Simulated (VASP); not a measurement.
# Nb (Im-3m) in VASP: a series of runs, part 2 of 2

VASP 6.6.1.

### Step 4. Single point, r2SCAN

This run uses another cell than the first one, of 18.07 Å³/atom, 0.990 times its volume.

POSCAR

```
Nb
1.0
   -1.6532524878      1.6532524878      1.6532524878
    1.6532524878     -1.6532524878      1.6532524878
    1.6532524878      1.6532524878     -1.6532524878
Nb
1
Direct
    0.0000000000      0.0000000000      0.0000000000
```

INCAR.step1

```
ALGO = Normal ; EDIFF = 1E-4
ENCUT = 520 ; GGA = PE
ISMEAR = -1 ; LASPH = T
LCHARG = F ; LREAL = F
LWAVE = T ; NBANDS = 12
NELM = 60 ; PREC = Accurate
SIGMA = 0.15
```

INCAR.step2

```
ALGO = Normal ; EDIFF = 1E-6
ENCUT = 520 ; ISIF = 2
ISMEAR = -1 ; ISTART = 1
LASPH = T ; LCHARG = F
LMIXTAU = T ; LREAL = F
LWAVE = F ; METAGGA = R2SCAN
NBANDS = 12 ; NELM = 60
PREC = Accurate ; SIGMA = 0.15
```

KPOINTS

```
k-points
0
Gamma
  18 18 18
```

Potentials or basis: VASP PAW PBE potentials, release 64 (Nb_sv).

Run with:

```
$ cat potpaw_PBE.64/Nb_sv/POTCAR > POTCAR
$ cp INCAR.step1 INCAR
$ mpirun -np 1 vasp_std > vasp.out
$ cp INCAR.step2 INCAR
$ mpirun -np 1 vasp_std > vasp.out
```

OUTCAR:

```text
EDIFF = 1E-6
   ENCUT = 520
   ISIF = 2
   ISMEAR = -1
   ISTART = 1
   LASPH = T
   LREAL = F
   METAGGA = R2SCAN
   NELM = 60
   PREC = Accurate

 ion  position               nearest neighbor table
   1  0.000  0.000  0.000-

  LATTYP: Found a body centered cubic cell.
 ALAT       =     3.3065049756

  Lattice vectors:

 A1 = (  -1.6532524878,   1.6532524878,   1.6532524878)
 A2 = (   1.6532524878,  -1.6532524878,   1.6532524878)
 A3 = (   1.6532524878,   1.6532524878,  -1.6532524878)

Analysis of symmetry for initial positions (statically):
=====================================================================
 Subroutine PRICEL returns:
 Original cell was already a primitive cell.

 Routine SETGRP: Setting up the symmetry group for a
 body centered cubic supercell.

 Subroutine GETGRP returns: Found 48 space group operations
 (whereof 48 operations were pure point group operations)
 out of a pool of 48 trial point group operations.

The static configuration has the point symmetry O_h .

Analysis of symmetry for dynamics (positions and initial velocities):
=====================================================================
 Subroutine PRICEL returns:
 Original cell was already a primitive cell.

 Routine SETGRP: Setting up the symmetry group for a
 body centered cubic supercell.

 Subroutine GETGRP returns: Found 48 space group operations
 (whereof 48 operations were pure point group operations)
 out of a pool of 48 trial point group operations.

The dynamic configuration has the point symmetry O_h .

 Subroutine INISYM returns: Found 48 space group operations
 (whereof 48 operations are pure point group operations),
 and found     1 'primitive' translations

----------------------------------------------------------------------------------------

                                     Primitive cell

  volume of cell :      18.0750

  direct lattice vectors                    reciprocal lattice vectors
    -1.653252488  1.653252488  1.653252488     0.000000000  0.302434143  0.302434143
     1.653252488 -1.653252488  1.653252488     0.302434143  0.000000000  0.302434143
     1.653252488  1.653252488 -1.653252488     0.302434143  0.302434143  0.000000000

  length of vectors
     2.863517307  2.863517307  2.863517307     0.427706467  0.427706467  0.427706467

  position of ions in fractional coordinates (direct lattice)
     0.000000000  0.000000000  0.000000000

  ion indices of the primitive-cell ions
   primitive index   ion index
                 1           1

----------------------------------------------------------------------------------------

 KPOINTS: k-points

Automatic generation of k-mesh.
 Grid dimensions read from file:
 generate k-points for:   18   18   18

 Generating k-lattice:

  Cartesian coordinates                     Fractional coordinates (reciprocal lattice)
     0.000000000  0.016801897  0.016801897     0.055555556  0.000000000  0.000000000
     0.016801897  0.000000000  0.016801897     0.000000000  0.055555556  0.000000000
     0.016801897  0.016801897  0.000000000     0.000000000  0.000000000  0.055555556

  Length of vectors
     0.023761470  0.023761470  0.023761470

  Shift w.r.t. Gamma in fractional coordinates (k-lattice)
     0.000000000  0.000000000  0.000000000

 Subroutine IBZKPT returns following result:
 ===========================================

 Found    195 irreducible k-points:

 Following reciprocal coordinates:
            Coordinates               Weight
  0.000000  0.000000  0.000000      1.000000
  0.055556  0.000000  0.000000     12.000000
  0.111111  0.000000  0.000000     12.000000
  0.166667  0.000000  0.000000     12.000000
  0.222222  0.000000  0.000000     12.000000
  0.277778  0.000000  0.000000     12.000000
[... 16 lines left out ...]
  0.333333  0.111111  0.000000     48.000000
  0.388889  0.111111  0.000000     48.000000
 [... further k-points ...]
   k-points           NKPTS =    195   k-points in BZ     NKDIM =    195   number of bands    NBANDS=     12
   number of dos      NEDOS =    301   number of ions     NIONS =      1
   total plane-waves  NPLWV =  13824
   dimension x,y,z NGX =    24 NGY =   24 NGZ =   24
   dimension x,y,z NGXF=    48 NGYF=   48 NGZF=   48
   ions per type =               1
   NGX,Y,Z   is equivalent  to a cutoff of  13.93, 13.93, 13.93 a.u.
   NGXF,Y,Z  is equivalent  to a cutoff of  27.87, 27.87, 27.87 a.u.
 SYSTEM =  unknown system
   PREC   = accura    normal or accurate (medium, high low for compatibility)
   ISTART =      1    job   : 0-new  1-cont  2-samecut
   ICHARG =      0    charge: 1-file 2-atom 10-const
   ISPIN  =      1    spin polarized calculation?
   LNONCOLLINEAR =      F non collinear calculations
   LSORBIT =      F    spin-orbit coupling
   LASPH  =      T    aspherical Exc in radial PAW
   ENCUT  =  520.0 eV  38.22 Ry    6.18 a.u.   5.32  5.32  5.32*2*pi/ulx,y,z
   NELM   =     60;   NELMIN=  2; NELMDL=  0     # of ELM steps
   EDIFF  = 0.1E-05   stopping-criterion for ELM
   LREAL  =      F    real-space projection
   EDIFFG = 0.1E-04   stopping-criterion for IOM
   NSW    =      0    number of steps for IOM
   IBRION =     -1    ionic relax: 0-MD 1-quasi-New 2-CG
   NFREE  =      0    steps in history (QN), initial steepest desc. (CG)
   ISIF   =      2    stress and relaxation
   ISYM   =      2    0-nonsym 1-usesym 2-fastsym
   POTIM  = 0.5000    time-step for ionic-motion
   TEBEG  =    0.0;   TEEND  =   0.0 temperature during run
   PSTRESS=    0.0 pullay stress
   NELECT =      13.0000    total number of electrons
   NUPDOWN=      -1.0000    fix difference up-down
   EMIN   =  10.00;   EMAX   =-10.00  energy-range for DOS
   EFERMI =   0.00;   METHOD = LEGACY
   ISMEAR =    -1;   SIGMA  =   0.15  broadening in eV -4-tet -1-fermi 0-gaus
   EFERMI_NEDOS =   21; number of points for ismear=-14 and -15
   IALGO  =     38    algorithm
   IMIX   =      4    mixing-type and parameters
     AMIX     =   0.40;   BMIX     =  1.00
     AMIX_MAG =   1.60;   BMIX_MAG =  1.00
  volume/ion in A,a.u.               =      18.07       121.98
  Fermi-wavevector in a.u.,A,eV,Ry     =   1.466775  2.771802 29.271958  2.151428
  Thomas-Fermi vector in A             =   2.582472
   LORBIT       =      0    0 simple, 1 ext, 2 COOP (PROOUT), +10 PAW based schemes
   METAGGA = R2SCAN    functional components
   LHFCALC =     F    Hartree Fock is set to
   AEXX    =    0.0000 exact exchange contribution
   IVDW    =     0    specifies the selected vdW correction
   LEPSILON=     F    determine dielectric tensor
   LRPA    =     F    only Hartree local field effects (RPA)
 non-spin polarized calculation
  energy-cutoff  :      520.00
  volume of cell :       18.07
 maximum number of plane-waves:       498
 NGX is ok and might be reduce to    24
   NGX = 11   NGY = 11   NGZ = 11

 number of electron      13.0000000 magnetization

 Free energy of the ion-electron system (eV)
  ---------------------------------------------------
  ext. energy  EPLUGINS =         0.00000000
  ---------------------------------------------------
  free energy    TOTEN  =       -24.89468437 eV

  energy without entropy =      -24.79734292  energy(sigma->0) =      -24.84601364

 E-fermi :  11.1242     XC(G=0): -13.6056

 val. band max:       11.1213904963   @ k =   0.3889   0.2222   0.0000
 cond. band min:      11.1307632937   @ k =  -0.3889   0.3889   0.1111
 fundamental gap:      0.0093727974
 Fermi energy:        11.1241525588

 k-point     1 :       0.0000    0.0000    0.0000
  band No.  band energies     occupation
      1     -45.0658      2.00000
      2     -19.6132      2.00000
      3     -19.6132      2.00000
      4     -19.6132      2.00000
      5       4.8066      2.00000
      6      11.5344      0.12184
      7      11.5344      0.12184
      8      11.5344      0.12184
      9      14.6488      0.00000
     10      14.6488      0.00000
     11      25.9557      0.00000
     12      25.9557      0.00000

 k-point     2 :       0.0556    0.0000    0.0000
  band No.  band energies     occupation
      1     -45.0579      2.00000
      2     -19.6600      2.00000
      3     -19.6272      2.00000
      4     -19.6136      2.00000
      5       4.9402      2.00000
      6      11.4502      0.20433
      7      11.5134      0.13896
      8      11.6608      0.05435
      9      14.5159      0.00000
     10      14.6476      0.00000
     11      26.0662      0.00000
     12      26.1878      0.00000
[... 316 lines left out ...]
 k-point    24 :       0.3889    0.1111    0.0000
  band No.  band energies     occupation
      1     -44.8003      2.00000
      2     -20.9574      2.00000
      3     -20.1022      2.00000
      4     -19.6885      2.00000
      5       7.6012      2.00000
      6       9.5230      1.99995
      7      12.1678      0.00190
      8      14.4954      0.00000
      9      15.6243      0.00000
     10      18.0857      0.00000
     11      23.6014      0.00000
     12      24.2347      0.00000

 [... further k-points ...]
[... 5 lines left out ...]
  --------------------------------------------------------------------------------------
  -------------------------------------------------------------------------------------
  Total       -0.0242488     -0.0242488     -0.0242488      0.0000000      0.0000000     -0.0000000
  in kB       -2.1494273     -2.1494273     -2.1494273      0.0000000      0.0000000     -0.0000000
  external PRESSURE =      -2.1494273 kB  Pullay stress =       0.0000000 kB

 VOLUME and BASIS-vectors are now :
 -----------------------------------------------------------------------------
  energy-cutoff  :      520.00
  volume of cell :       18.07
      direct lattice vectors                 reciprocal lattice vectors
    -1.653252488  1.653252488  1.653252488     0.000000000  0.302434143  0.302434143
     1.653252488 -1.653252488  1.653252488     0.302434143  0.000000000  0.302434143
     1.653252488  1.653252488 -1.653252488     0.302434143  0.302434143  0.000000000

 POSITION                                       TOTAL-FORCE (eV/Angst)
 -----------------------------------------------------------------------------------
      0.00000      0.00000      0.00000         0.000000     -0.000000      0.000000
 -----------------------------------------------------------------------------------
    total drift:                                0.000000      0.000000      0.000000

  FREE ENERGIE OF THE ION-ELECTRON SYSTEM (eV)
  ---------------------------------------------------
  free  energy   TOTEN  =       -24.8946843718 eV

  energy  without entropy=      -24.7973429154  energy(sigma->0) =      -24.84601364
```

OUTCAR.step1:

```text
EDIFF = 1E-4
   ENCUT = 520
   GGA = PE
   ISMEAR = -1
   LASPH = T
   LREAL = F
[... 574 lines left out ...]

 POSITION                                       TOTAL-FORCE (eV/Angst)
 -----------------------------------------------------------------------------------
      0.00000      0.00000      0.00000        -0.000000     -0.000000     -0.000000
 -----------------------------------------------------------------------------------
    total drift:                                0.000000      0.000000     -0.000000

  FREE ENERGIE OF THE ION-ELECTRON SYSTEM (eV)
  ---------------------------------------------------
  free  energy   TOTEN  =       -10.2706570922 eV

  energy  without entropy=      -10.1691304890  energy(sigma->0) =      -10.21989379
```

Run time: 46 s. Hardware: 1 thread of Intel Xeon 6975P-C (Granite Rapids), shared host; peak memory 0.17 GiB.

Results:

```yaml
Free_energy: -24.8947 eV
Pressure: -0.2 GPa
```

Levels at points of the mesh, in eV from the Fermi level:
```
           k point  band 3  band 4  band 5  band 6  band 7  band 8  band 9  band 10  band 11  band 12
(0.00, 0.00, 0.00)  -30.74  -30.74   -6.32    0.41    0.41    0.41    3.52     3.52    14.83    14.83
(0.50, 0.00, 0.00)  -31.18  -30.75   -3.92   -1.73    2.20    3.54    4.26     6.60    12.11    12.60
(0.50, 0.50, 0.50)  -31.71  -31.71   -3.90   -3.90    5.81    5.81    5.81     9.46     9.46     9.46
```

Caveat: the PAW data sets were made with another functional, which shifts forces and pressure a little.

### Step 5. The runs side by side

| cell | k mesh | smearing | gap on the mesh (eV) | pressure (GPa) |
| --- | --- | --- | --- | --- |
| a = 2.873 Å, angles 109.5°, 1 atom | 8 × 8 × 8 | gaussian 0.1 eV | none | -2.2 |
| a = 2.862 Å, angles 109.5°, 1 atom | 18 × 18 × 18 | gaussian 0.1 eV | none | -0.2 |
| a = 2.864 Å, angles 109.5°, 1 atom | 18 × 18 × 18 | fermi-dirac 0.15 eV | none | -0.2 |

Alike in all rows: task single point; level r2SCAN; potentials or basis VASP PAW PBE potentials, release 64 (Nb_sv); no spin polarisation; cutoff (eV) 520.

Caveats: the PAW data sets were made with another functional, which shifts forces and pressure a little.

Total energies depend on the potentials used, so only differences within one code and one set of settings carry meaning.
